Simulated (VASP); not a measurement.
WC, 2 atoms in the cell. The structure is cubic, space group Fm-3m (No. 225). The conventional cell has a = 4.385 Å, b = 4.385 Å, c = 4.385 Å, α = 90.00°, β = 90.00°, γ = 90.00°. W (site symmetry m-3m) has 6 C at 2.19 Å within 2.9 Å. C (site symmetry m-3m) has 6 W at 2.19 Å within 2.9 Å. 

* Program: VASP 6.6.1
* Task: relaxation of cell and atoms
* Functional: PBEsol
* Potentials or basis: VASP PAW PBE potentials, release 64 (W_sv, C)
* Cutoff: 600 eV
* k mesh: 10 × 10 × 10
* Occupations: fermi-dirac, width 0.05 eV
* Spin: no spin polarisation
* Target pressure: 10 GPa
* Dipole correction: no
* Further INCAR settings: ALGO = Normal; EDIFF = 1e-06; IBRION = 2; EDIFFG = -0.02; NSW = 80; ISIF = 3

Potentials or basis: VASP PAW PBE potentials, release 64 (W_sv, C).

Run with:

```console
$ cat potpaw_PBE.64/W_sv/POTCAR potpaw_PBE.64/C/POTCAR > POTCAR
$ mpirun -np 1 vasp_std > vasp.out
```

Hardware: 1 thread of Intel(R) Xeon(R) 6975P-C (Granite Rapids), on a shared host.

**Question.** Estimate the wall time of this run.

**Answer.** Wall time 31 s on 1 thread of Intel(R) Xeon(R) 6975P-C (Granite Rapids), on a shared host, peak memory 0.18 GiB. Counts: scf iterations 35, k points 47, ion steps 4.
